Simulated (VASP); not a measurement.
The system is Ti.

```
Ti
1.0
     2.88978    0.00000    0.00000
    -1.44489    2.50262    0.00000
     0.00000    0.00000    4.58446
Ti
2
Direct
  0.66667 0.33333 0.75000
  0.33333 0.66667 0.25000
```

This cell differs from its parent crystal: volume scaled by 0.94.

Base run:

| Quantity | Value |
| --- | --- |
| Program | VASP 6.6.1 |
| Functional | PBEsol |
| Potentials or basis | VASP PAW PBE potentials, release 64 (Ti_sv) |
| Cutoff | 520 eV |
| k mesh | 10 × 10 × 6 |
| Occupations | fermi-dirac, width 0.05 eV |
| Spin | no spin polarisation |

Its results: band gap on the k mesh zero (band 12 reaches 9.51 eV, above the bottom of band 13 at 8.51 eV); pressure 0.8 GPa.

Question: After a change of settings the same cell gave: band gap on the k mesh zero (band 12 reaches 9.80 eV, above the bottom of band 13 at 8.58 eV); pressure 5.3 GPa. Which change was it?
A. functional from PBEsol to r2SCAN; dispersion from none to D4
B. further incar settings from ALGO = Normal; EDIFF = 1e-06; NBANDS = 19 to ALGO = Fast; EDIFF = 1e-06; NBANDS = 19; dispersion from none to D3(BJ)
C. functional from PBEsol to LDA; potentials or basis from VASP PAW PBE potentials, release 64 (Ti_sv) to VASP PAW LDA potentials, release 64 (Ti_sv)
D. functional from PBEsol to revPBE; dispersion from none to D3(BJ)

Answer: A.

Caveats: the PAW data sets were made with another functional, which shifts forces and pressure a little; pairwise dispersion overbinds metals, which lowers pressure and volume (some runs).
